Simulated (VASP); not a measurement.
Input of a VASP 6.6.1 run:

The input INCAR:

```
SYSTEM = Zr
PREC = Accurate
ENCUT = 520
EDIFF = 1E-6
ISMEAR = 0
SIGMA = 0.1
LREAL = .False.
LASPH = .True.
NELM = 100
ALGO = Normal
ISIF = 2
LWAVE = .False.
LCHARG = .False.
GGA = PS
NBANDS = 19
```

File KPOINTS:

```
Automatic mesh
0
Gamma
  15 15 8
  0 0 0
```

POSCAR

```
Zr
1.0
    3.1834312004      0.0000000000      0.0000000000
   -1.5917156002      2.7569322907      0.0000000000
    0.0000000000      0.0000000000      5.1176264924
Zr
2
Direct
    0.3333333333      0.6666666667      0.2500000000
    0.6666666667      0.3333333333      0.7500000000
```

Potentials or basis: VASP PAW PBE potentials, release 64 (Zr_sv).

Launch:

```bash
$ cat potpaw_PBE.64/Zr_sv/POTCAR > POTCAR
$ mpirun -np 1 vasp_std > vasp.out
```

Question: Predict the pressure.

Answer: 0.1 GPa.

Question: Predict the band gap on the k mesh.

Answer: Zero (band 12 reaches 10.25 eV, above the bottom of band 13 at 8.94 eV).

Caveat: the PAW data sets were made with another functional, which shifts forces and pressure a little.
